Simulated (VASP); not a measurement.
CuI (Marshite), 2 atoms in the cell. Symmetry: F-43m, No. 216, cubic system. Conventional cell: a = 6.063 Å, b = 6.063 Å, c = 6.063 Å, α = 90.00°, β = 90.00°, γ = 90.00°. Within 3.5 Å of I (site symmetry -43m) lie 4 Cu at 2.63 Å. Cu (site symmetry -43m) has 4 I at 2.63 Å within 3.5 Å. 

```yaml
Program: VASP 6.6.1
Task: single point
Functional: PBE
Potentials_or_basis: VASP PAW PBE potentials, release 64 (I, Cu)
Cutoff: 520 eV
k_mesh: 8 × 8 × 8
Occupations: gaussian, width 0.016 eV
Spin: no spin polarisation
Dipole_correction: no
Further_INCAR_settings: ALGO = Normal; EDIFF = 1e-07; NBANDS = 16
```

Potentials or basis: VASP PAW PBE potentials, release 64 (I, Cu).

Launch:

```console
$ cat potpaw_PBE.64/I/POTCAR potpaw_PBE.64/Cu/POTCAR > POTCAR
$ mpirun -np 1 vasp_std > vasp.out
```

Hardware: 1 thread of Intel(R) Xeon(R) Platinum 8488C (Sapphire Rapids), with other jobs on the host.

Task: How long does it take, and how much memory?

Result: It took 30 s on 1 thread of Intel(R) Xeon(R) Platinum 8488C (Sapphire Rapids), on a shared host, peak memory 0.18 GiB. Counts: scf iterations 15, k points 29.
